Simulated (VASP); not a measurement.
## Si3N: single point with PBE+D3(BJ)

Si3N, a slab with vacuum:

```
Si N
1.0
     3.83334    0.00000    0.00000
     0.00000    5.42117    0.00000
     0.00000    0.00000   22.48776
Si N
6 2
Direct
  0.50000 0.00000 0.17787
  0.00000 0.25000 0.17787
  0.00000 0.50388 0.26087
  0.50000 0.74612 0.26087
  0.50000 0.00860 0.34186
  0.00000 0.24140 0.34186
  0.00000 0.34194 0.47972
  0.00000 0.34194 0.52863
```

- Program: VASP 6.6.1
- Task: single point
- Functional: PBE
- Dispersion: D3(BJ)
- Potentials or basis: VASP PAW PBE potentials, release 64 (Si, N)
- Cutoff: 520 eV
- k mesh: 7 × 5 × 1
- Occupations: gaussian, width 0.05 eV
- Spin: no spin polarisation

```yaml
Largest_force: 2.161 eV/Å
Band_gap_on_the_k_mesh: zero (band 17 reaches -1.40 eV, above the bottom of band 18 at -1.68 eV)
Dispersion_energy_per_atom: -0.205 eV
```

Forces in eV/Å, atoms in the order of the input:
```
Si   0.000  0.561 -0.043
Si   0.000 -0.553 -0.054
Si   0.000 -0.071  0.000
Si   0.000  0.116  0.000
Si   0.000 -0.050  0.126
Si   0.000 -0.037 -0.204
N    0.000  0.048 -1.986
N    0.000 -0.013  2.161
```

Levels at points of the mesh, in eV from the Fermi level:
```tsv
k point	band 14	band 15	band 16	band 17	band 18	band 19	band 20	band 21
(0.00, 0.00, 0.00)	-1.26	-0.70	-0.43	-0.33	0.23	1.15	2.05	2.14
```

Wall time 3.2 min on 1 thread of Intel(R) Xeon(R) Platinum 8375C CPU @ 2.90GHz (Ice Lake) (shared host), peak memory 0.53 GiB.

Caveat: the standard files for N, O and F lose accuracy on very short bonds.
